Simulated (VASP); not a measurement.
A run of VASP 6.6.1 is set up as follows.

File INCAR:

```
SYSTEM = NbH2
PREC = Accurate ; ENCUT = 600
EDIFF = 1E-7 ; ISMEAR = 1
SIGMA = 0.1 ; LREAL = .FALSE.
LASPH = .TRUE. ; NELM = 80
ALGO = Normal ; ISIF = 8
LWAVE = .FALSE. ; LCHARG = .FALSE.
IBRION = 2 ; NSW = 80
EDIFFG = -0.02
```

The input KPOINTS:

```
regular mesh
0
G
  8 8 8
  0 0 0
```

Contents of POSCAR:

```
NbH2
1.0
    3.2265280000      0.0000000000      0.0000000000
    1.6132640000      2.7942552140      0.0000000000
    1.6132640000      0.9314184047      2.6344490803
Nb H
1 2
Direct
    0.0000000000      0.0000000000      0.0000000000
    0.2500000000      0.2500000000      0.2500000000
    0.7500000000      0.7500000000      0.7500000000
```

Potentials or basis: VASP PAW LDA potentials, release 64 (Nb_sv, H).

The run is started by

```sh
$ cat potpaw_LDA.64/Nb_sv/POTCAR potpaw_LDA.64/H/POTCAR > POTCAR
$ mpirun -np 1 vasp_std > vasp.out
```

**Question.** What does it give for the relaxed volume?

**Answer.** 7.57 Å³/atom.

**Question.** What does it give for the space group after relaxing (to 0.05 Å)?

**Answer.** Fm-3m (No. 225).

Step by step:
```
step  energy change (eV)  largest force (eV/Å)  pressure (GPa)  volume (Å³)
   1              0.0000                0.0000           -8.09        23.75
   2             -0.0240                0.0000            2.91        22.40
   3             -0.0269                0.0000            0.00        22.72
```

LDA usually gives volumes a few per cent too small. Zero-point motion and thermal expansion aren't in these numbers.
